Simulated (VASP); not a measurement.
# CoSi (P4/nmm) in VASP: relaxation of cell and atoms with PBE

Aim: the relaxation of cell and atoms of CoSi with PBE.

All numbers are computed with VASP 6.6.1; they aren't measurements. Logs are shortened: lines on timing, memory, paths and dates and some standing lists are left out, and cuts for length are marked.

### Step 1. The cell of the first run

The structure is tetragonal, space group P4/nmm (No. 129). Conventional cell: a = 3.715 Å, b = 3.715 Å, c = 3.543 Å, α = 90.00°, β = 90.00°, γ = 90.00°. Within 2.6 Å of Co (site symmetry 4mm) lie 4 Si at 1.97 Å. Within 2.7 Å of Si (site symmetry -4m2) lie 4 Co at 1.97 Å and 4 Si at 2.63 Å.

The cell was generated, and may not be a known phase.

### Step 2. Relaxation of cell and atoms, PBE, collinear spin, ferromagnetic start

Input file INCAR:

```
SYSTEM = CoSi
PREC = Accurate
ENCUT = 600
EDIFF = 1E-7
ISMEAR = 0
SIGMA = 0.1
LREAL = .FALSE.
LASPH = .TRUE.
NELM = 200
ALGO = Normal
ISIF = 3
LWAVE = .FALSE.
LCHARG = .FALSE.
ISPIN = 2
MAGMOM = 3 3 0 0
LORBIT = 11
LMAXMIX = 4
GGA = PE
IBRION = 2
NSW = 90
EDIFFG = -0.04
GGA_COMPAT = .FALSE.
NELMIN = 4
```

Input file KPOINTS:

```
regular mesh
0
G
  6 6 6
  0 0 0
```

Input file POSCAR:

```
CoSi
1.0
    3.7152131600      0.0000000000      0.0000000000
    0.0000000000      3.7152131600      0.0000000000
    0.0000000000      0.0000000000      3.5427228100
Co Si
2 2
Direct
    0.5000000000      0.0000000000      0.6838653900
    0.0000000000      0.5000000000      0.3161346100
    0.0000000000      0.0000000000      0.5000000000
    0.5000000000      0.5000000000      0.5000000000
```

Potentials or basis: VASP PAW PBE potentials, release 64 (Co, Si).

On the command line:

```console
cat potpaw_PBE.64/Co/POTCAR potpaw_PBE.64/Si/POTCAR > POTCAR
mpirun -np 1 vasp_std > vasp.out
```

OUTCAR:

```text
SYSTEM = CoSi
   PREC = Accurate
   ENCUT = 600
   EDIFF = 1E-7
   ISMEAR = 0
   LREAL = .FALSE.
   LASPH = .TRUE.
   NELM = 200
   ISIF = 3
   ISPIN = 2
   LORBIT = 11
   GGA = PE
   IBRION = 2
   NSW = 90
   EDIFFG = -0.04
   NELMIN = 4

 ion  position               nearest neighbor table
   1  0.500  0.000  0.684-   3 1.97   4 1.97   4 1.97   3 1.97   2 2.93   2 2.93   2 2.93   2 2.93

   2  0.000  0.500  0.316-   3 1.97   4 1.97   3 1.97   4 1.97   1 2.93   1 2.93   1 2.93   1 2.93

   3  0.000  0.000  0.500-   1 1.97   2 1.97   2 1.97   1 1.97   4 2.63   4 2.63   4 2.63   4 2.63

   4  0.500  0.500  0.500-   1 1.97   2 1.97   1 1.97   2 1.97   3 2.63   3 2.63   3 2.63   3 2.63

  LATTYP: Found a simple tetragonal cell.
 ALAT       =     3.7152131600
 C/A-ratio  =     0.9535718833

  Lattice vectors:

 A1 = (   3.7152131600,   0.0000000000,   0.0000000000)
 A2 = (   0.0000000000,   3.7152131600,   0.0000000000)
 A3 = (   0.0000000000,   0.0000000000,   3.5427228100)

Analysis of symmetry for initial positions (statically):
=====================================================================
 Subroutine PRICEL returns:
 Original cell was already a primitive cell.

 Routine SETGRP: Setting up the symmetry group for a
 simple tetragonal supercell.

 Subroutine GETGRP returns: Found 16 space group operations
 (whereof  8 operations were pure point group operations)
 out of a pool of 16 trial point group operations.

The static configuration has the point symmetry D_2d.
 The point group associated with its full space group is D_4h.

Analysis of symmetry for dynamics (positions and initial velocities):
=====================================================================
 Subroutine PRICEL returns:
 Original cell was already a primitive cell.

 Routine SETGRP: Setting up the symmetry group for a
 simple tetragonal supercell.

 Subroutine GETGRP returns: Found 16 space group operations
 (whereof  8 operations were pure point group operations)
 out of a pool of 16 trial point group operations.

The dynamic configuration has the point symmetry D_2d.
 The point group associated with its full space group is D_4h.

Analysis of structural, dynamic, and magnetic symmetry:
=====================================================================
 Subroutine PRICEL returns:
 Original cell was already a primitive cell.

 Routine SETGRP: Setting up the symmetry group for a
 simple tetragonal supercell.

 Subroutine GETGRP returns: Found 16 space group operations
 (whereof  8 operations were pure point group operations)
 out of a pool of 16 trial point group operations.

The overall configuration has the point symmetry D_2d.
 The point group associated with its full space group is D_4h.

 Subroutine INISYM returns: Found 16 space group operations
 (whereof  8 operations are pure point group operations),
 and found     1 'primitive' translations

----------------------------------------------------------------------------------------

                                     Primitive cell

  volume of cell :      48.8995

  direct lattice vectors                    reciprocal lattice vectors
     3.715213160  0.000000000  0.000000000     0.269163560  0.000000000  0.000000000
     0.000000000  3.715213160  0.000000000     0.000000000  0.269163560  0.000000000
     0.000000000  0.000000000  3.542722810     0.000000000  0.000000000  0.282268767

  length of vectors
     3.715213160  3.715213160  3.542722810     0.269163560  0.269163560  0.282268767

  position of ions in fractional coordinates (direct lattice)
     0.500000000  0.000000000  0.683865390
     0.000000000  0.500000000  0.316134610
     0.000000000  0.000000000  0.500000000
     0.500000000  0.500000000  0.500000000

  ion indices of the primitive-cell ions
   primitive index   ion index
                 1           1
                 2           2
                 3           3
                 4           4

----------------------------------------------------------------------------------------

 KPOINTS: regular mesh

Automatic generation of k-mesh.
 Grid dimensions read from file:
 generate k-points for:    6    6    6

 Generating k-lattice:

  Cartesian coordinates                     Fractional coordinates (reciprocal lattice)
     0.044860593  0.000000000  0.000000000     0.166666667  0.000000000  0.000000000
     0.000000000  0.044860593  0.000000000     0.000000000  0.166666667  0.000000000
     0.000000000  0.000000000  0.047044795     0.000000000  0.000000000  0.166666667

  Length of vectors
     0.044860593  0.044860593  0.047044795

  Shift w.r.t. Gamma in fractional coordinates (k-lattice)
     0.000000000  0.000000000  0.000000000

 Subroutine IBZKPT returns following result:
 ===========================================

 Found     40 irreducible k-points:

 Following reciprocal coordinates:
            Coordinates               Weight
  0.000000  0.000000  0.000000      1.000000
  0.166667  0.000000  0.000000      4.000000
  0.333333  0.000000  0.000000      4.000000
  0.500000  0.000000  0.000000      2.000000
  0.166667  0.166667  0.000000      4.000000
  0.333333  0.166667  0.000000      8.000000
[... 16 lines left out ...]
  0.333333  0.000000  0.333333      8.000000
  0.500000  0.000000  0.333333      4.000000
 [... further k-points ...]
   k-points           NKPTS =     40   k-points in BZ     NKDIM =     40   number of bands    NBANDS=     20
   number of dos      NEDOS =    301   number of ions     NIONS =      4
   total plane-waves  NPLWV =  25200
   dimension x,y,z NGX =    30 NGY =   30 NGZ =   28
   dimension x,y,z NGXF=    60 NGYF=   60 NGZF=   56
   ions per type =               2   2
   NGX,Y,Z   is equivalent  to a cutoff of  13.42, 13.42, 13.14 a.u.
   NGXF,Y,Z  is equivalent  to a cutoff of  26.85, 26.85, 26.28 a.u.
 SYSTEM =  CoSi
   PREC   = accura    normal or accurate (medium, high low for compatibility)
   ISTART =      0    job   : 0-new  1-cont  2-samecut
   ICHARG =      2    charge: 1-file 2-atom 10-const
   ISPIN  =      2    spin polarized calculation?
   LNONCOLLINEAR =      F non collinear calculations
   LSORBIT =      F    spin-orbit coupling
   LASPH  =      T    aspherical Exc in radial PAW
   ENCUT  =  600.0 eV  44.10 Ry    6.64 a.u.   7.42  7.42  7.08*2*pi/ulx,y,z
   NELM   =    200;   NELMIN=  4; NELMDL= -5     # of ELM steps
   EDIFF  = 0.1E-06   stopping-criterion for ELM
   LREAL  =      F    real-space projection
   EDIFFG = -.4E-01   stopping-criterion for IOM
   NSW    =     90    number of steps for IOM
   IBRION =      2    ionic relax: 0-MD 1-quasi-New 2-CG
   NFREE  =      1    steps in history (QN), initial steepest desc. (CG)
   ISIF   =      3    stress and relaxation
   ISYM   =      2    0-nonsym 1-usesym 2-fastsym
   POTIM  = 0.5000    time-step for ionic-motion
   TEBEG  =    0.0;   TEEND  =   0.0 temperature during run
   PSTRESS=    0.0 pullay stress
   NELECT =      26.0000    total number of electrons
   NUPDOWN=      -1.0000    fix difference up-down
   EMIN   =  10.00;   EMAX   =-10.00  energy-range for DOS
   EFERMI =   0.00;   METHOD = LEGACY
   ISMEAR =     0;   SIGMA  =   0.10  broadening in eV -4-tet -1-fermi 0-gaus
   EFERMI_NEDOS =   21; number of points for ismear=-14 and -15
   IALGO  =     38    algorithm
   IMIX   =      4    mixing-type and parameters
     AMIX     =   0.40;   BMIX     =  1.00
     AMIX_MAG =   1.60;   BMIX_MAG =  1.00
  volume/ion in A,a.u.               =      12.22        82.50
  Fermi-wavevector in a.u.,A,eV,Ry     =   1.326267  2.506282 23.932443  1.758985
  Thomas-Fermi vector in A             =   2.455667
   LORBIT       =     11    0 simple, 1 ext, 2 COOP (PROOUT), +10 PAW based schemes
   GGA     = PE    functional components
   LHFCALC =     F    Hartree Fock is set to
   AEXX    =    0.0000 exact exchange contribution
   IVDW    =     0    specifies the selected vdW correction
   LEPSILON=     F    determine dielectric tensor
   LRPA    =     F    only Hartree local field effects (RPA)
 conjugate gradient relaxation of ions
 spin polarized calculation
 Gauss-broadening in eV      SIGMA  =   0.10
  energy-cutoff  :      600.00
  volume of cell :       48.90
 maximum number of plane-waves:      1663
 NGX is ok and might be reduce to    30
   NGX = 15   NGY = 15   NGZ = 15

--------------------------------------- Ionic step        1  -------------------------------------------

 number of electron      25.9999991 magnetization      -0.0001733

 number of electron      25.9999991 magnetization       0.0001422

 Free energy of the ion-electron system (eV)
  ---------------------------------------------------
  ext. energy  EPLUGINS =         0.00000000
  ---------------------------------------------------
  free energy    TOTEN  =       -19.12158835 eV

  energy without entropy =      -19.10874918  energy(sigma->0) =      -19.11516877

------------------------ aborting loop because EDIFF is reached ----------------------------------------

  FORCE on cell =-STRESS in cart. coord.  units (eV):
  Direction    XX          YY          ZZ          XY          YZ          ZX
  --------------------------------------------------------------------------------------
  -------------------------------------------------------------------------------------
  Total       29.7958517     29.7958517      5.0198380      0.0000000      0.0000000     -0.0000000
  in kB      976.2515586    976.2515586    164.4733893      0.0000000      0.0000000     -0.0000000
  external PRESSURE =     705.6588355 kB  Pullay stress =       0.0000000 kB
[... 2338 lines left out ...]
     19      16.8325      0.00000
     20      16.8325      0.00000

 [... further k-points ...]

[... ionic steps 4 to 28 ...]

--------------------------------------- Ionic step       29  -------------------------------------------

 number of electron      25.9999990 magnetization       0.0004740

------------------------ aborting loop because EDIFF is reached ----------------------------------------
[... 71 lines left out ...]
--------------------------------------- Ionic step       31  -------------------------------------------

 number of electron      25.9999994 magnetization       0.0001457

 Free energy of the ion-electron system (eV)
  ---------------------------------------------------
  ext. energy  EPLUGINS =         0.00000000
  ---------------------------------------------------
  free energy    TOTEN  =       -26.53596080 eV

  energy without entropy =      -26.52304094  energy(sigma->0) =      -26.52950087

 E-fermi :  12.7848     XC(G=0): -12.9519

 val. band max:       12.7562361865   @ k =   0.0000   0.0000   0.3333
 cond. band min:      12.8332354338   @ k =   0.1667   0.1667   0.5000
 fundamental gap:      0.0769992473
 Fermi energy:        12.7847722662
[... 1141 lines left out ...]
  FREE ENERGIE OF THE ION-ELECTRON SYSTEM (eV)
  ---------------------------------------------------
  free  energy   TOTEN  =       -26.5359608011 eV

  energy  without entropy=      -26.5230409438  energy(sigma->0) =      -26.52950087

 reached required accuracy - stopping structural energy minimisation

 total charge

# of ion       s       p       d       tot
------------------------------------------
    1        0.441   0.584   7.597   8.622
    2        0.441   0.584   7.597   8.622
    3        0.708   0.864   0.000   1.572
    4        0.708   0.864   0.000   1.572
--------------------------------------------------
tot          2.299   2.896  15.194  20.389

 magnetization (x)

# of ion       s       p       d       tot
------------------------------------------
    1        0.000  -0.000   0.000   0.000
    2        0.000  -0.000   0.000   0.000
    3       -0.000  -0.000   0.000  -0.000
    4       -0.000  -0.000   0.000  -0.000
--------------------------------------------------
tot          0.000  -0.000   0.000   0.000
```

It took 25 min on 1 thread of Intel Xeon Platinum 8488C (Sapphire Rapids), shared host; peak memory 0.23 GiB.

What came out:

* Free energy: -26.5360 eV
* Relaxed volume: 10.73 Å³/atom
* Relaxed cell: a = 4.016 Å, b = 4.016 Å, c = 2.662 Å, α = 90.00°, β = 90.00°, γ = 90.00°
* Space group after relaxing (to 0.1 Å): P4/mmm (No. 123)
* Energy gained by relaxing: 1853.6 meV/atom
* Ionic steps: 31
* Pressure after relaxing: -0.1 GPa
* Largest force after relaxing: 0.028 eV/Å
* Band gap on the k mesh: zero (filled and empty bands overlap)
* Net moment: 0.00 μB per cell
* Valence electrons inside the program's atomic spheres: Co 8.62; Si 1.57

Forces on the atoms (eV/Å):
```
Co   0.000  0.000 -0.028
Co   0.000  0.000  0.028
Si   0.000  0.000  0.000
Si   0.000  0.000  0.000
```

The path:
```
step  energy change (eV)  largest force (eV/Å)  pressure (GPa)  volume (Å³)
   1              0.0000                6.2574           70.57        48.90
   2              0.3592                0.8934          -22.62        95.83
   3             -3.8328                1.1656           -9.05        65.86
   4             -3.8694                1.3960           -6.53        64.50
   5             -3.8753                1.5706           -4.45        63.55
   6             -4.2525                1.9868           -5.02        60.62
   7             -5.5598                2.4752           -4.39        52.16
   8             -5.9740                1.8462           56.73        36.69
   9             -6.3062                2.8184            9.31        44.81
  10             -6.5475                2.6183           24.91        40.68
  11             -6.6827                2.2896           23.65        40.54
  12             -6.9123                1.3578           21.98        40.10
  13             -6.9361                1.0336           22.57        39.90
  14             -7.0904                0.9315           15.49        40.82
  15             -7.2933                0.6265           -1.19        43.57
  16             -7.2964                0.5848           -3.11        43.96
  17             -7.3159                0.5573           -2.66        43.80
  18             -7.3602                0.4739           -1.11        43.34
  19             -7.3921                0.2954            2.96        42.39
  20             -7.4031                0.2085            0.31        42.87
  21             -7.4046                0.1624           -1.11        43.13
  22             -7.4079                0.1223           -0.68        43.03
  23             -7.4113                0.0281            0.39        42.81
  24             -7.4114                0.0179            0.52        42.78
  25             -7.4122                0.0060           -0.23        42.93
  26             -7.4122                0.0158           -0.55        42.99
  27             -7.4130                0.0313           -0.32        42.95
  28             -7.4135                0.0524           -0.02        42.90
  29             -7.4135                0.0594            0.06        42.89
  30             -7.4139                0.0511            0.02        42.90
  31             -7.4144                0.0278           -0.15        42.94
```

Final structure:
```
Co Si
1.0
     4.01584    0.00000    0.00000
     0.00000    4.01584    0.00000
     0.00000    0.00000    2.66239
Co Si
2 2
Direct
  0.50000 0.00000 0.00211
  0.00000 0.50000 0.99789
  0.00000 0.00000 0.50000
  0.50000 0.50000 0.50000
```

Caveat: the moments typed at the start vanished in this run; a cell axis changed by over 15 % at a fixed basis, so the end point is rough.

The gap in the log of VASP goes by the Fermi energy; the results here count the filled bands.